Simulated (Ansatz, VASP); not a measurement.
# GePt: VASP beside Ansatz

```
Ge Pt
1.0
     1.76002   -2.88559    0.00000
     1.76002    2.88559    0.00000
     0.00000    0.00000    4.25696
Ge Pt
1 1
Cartesian
  1.7600 0.0000 0.0000
  1.7600 0.0000 2.1285
```

Alike in both runs: task single point; functional PBE; k mesh 6 × 6 × 4; occupations gaussian, width 0.1 eV; no spin polarisation.

```csv
,VASP,Ansatz
version,VASP 6.6.1,Ansatz 0.2.0
potentials or method,"VASP PAW PBE potentials, release 64 (Ge_d, Pt), cutoff 520 eV","scalar-relativistic, plane waves, PAW"
valence electrons in the cell,24,32
```

|  | VASP | Ansatz | Ansatz less VASP |
| --- | --- | --- | --- |
| gap on the k mesh at the Fermi level (eV) | none | none | - |
| pressure (GPa) | 20.2 | 19.7 | -0.44 |
| traceless stress, the component that is largest in VASP (GPa) | 58.86 | 57.74 | -1.119 |

A gap of «none» marks a metal or a gap that the smearing closes. With one functional, cell and mesh, what is left measures potentials, basis and numerics. VASP's potentials hold 24 valence electrons a cell and Ansatz's 32, so a difference there can come from the potentials and not from the codes.

The k mesh is coarse, so the values compare programs but aren't converged. Neither program's run includes spin-orbit coupling.
